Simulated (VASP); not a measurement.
Crystal: Al2Pt.

```
Al Pt
1.0
     0.00000    2.95500    2.95500
     2.95500    0.00000    2.95500
     2.95500    2.95500    0.00000
Al Pt
2 1
Direct
  0.25000 0.25000 0.25000
  0.75000 0.75000 0.75000
  0.00000 0.00000 0.00000
```

```yaml
Program: VASP 6.6.1
Task: relaxation of cell and atoms
Functional: LDA
Potentials_or_basis: VASP PAW LDA potentials, release 64 (Al, Pt)
Cutoff: 600 eV
k_mesh: 9 × 9 × 9
Occupations: fermi-dirac, width 0.1 eV
Spin: no spin polarisation
```

At the start: pressure -3.6 GPa; volume 17.20 Å³/atom.

Question: Where does the relaxation end?

Answer: Over 3 steps the energy falls by 5.1 meV/atom and the volume is 16.76 Å³/atom (-2.6 %); space group Fm-3m (No. 225, to 0.1 Å) before and after.

Step by step:
```csv
step,energy change (eV),largest force (eV/Å),pressure (GPa),volume (Å³)
1,0.0000,0.0000,-3.61,51.61
2,0.0063,0.0000,4.77,48.76
3,-0.0154,0.0000,-0.02,50.28
```

Final structure:
```
Al Pt
1.0
     0.00000    2.92942    2.92942
     2.92942    0.00000    2.92942
     2.92942    2.92942    0.00000
Al Pt
2 1
Direct
  0.25000 0.25000 0.25000
  0.75000 0.75000 0.75000
  0.00000 0.00000 0.00000
```
